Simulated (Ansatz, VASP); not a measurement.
# One calculation of Y2C5, two programs

```
Y C
1.0
     0.00000    3.95574    3.95574
     3.95574    0.00000    3.95574
     3.95574    3.95574    0.00000
Y C
2 5
Direct
  0.75000 0.75000 0.75000
  0.00000 0.00000 0.00000
  0.15461 0.15461 0.15461
  0.15461 0.15461 0.53616
  0.15461 0.53616 0.15461
  0.53616 0.15461 0.15461
  0.50000 0.50000 0.50000
```

Alike in both runs: task relaxation of cell and atoms; functional PBE; k mesh 4 × 4 × 4; occupations gaussian, width 0.1 eV; no spin polarisation.

|  | VASP | Ansatz |
| --- | --- | --- |
| version | VASP 6.6.1 | Ansatz 0.2.0 |
| potentials or method | VASP PAW PBE potentials, release 64 (Y_sv, C), cutoff 600 eV | scalar-relativistic, plane waves, PAW |
| valence electrons in the cell | 42 | 42 |

Ansatz gave:

- gap on the k mesh at the Fermi level, each at its own relaxed structure (eV): none
- relaxed volume (Å³/atom): 14.45
- relaxed cell length with the largest relative difference (Å): 5.230

Q: Estimate VASP's values.

A: gap on the k mesh at the Fermi level, each at its own relaxed structure (eV): none; relaxed volume (Å³/atom): 14.40; relaxed cell length with the largest relative difference (Å): 5.224.

A gap of «none» marks a metal or a gap that the smearing closes.

Noted on VASP's run: the volume moved by over 15 % at a fixed basis, so the end points are rough.
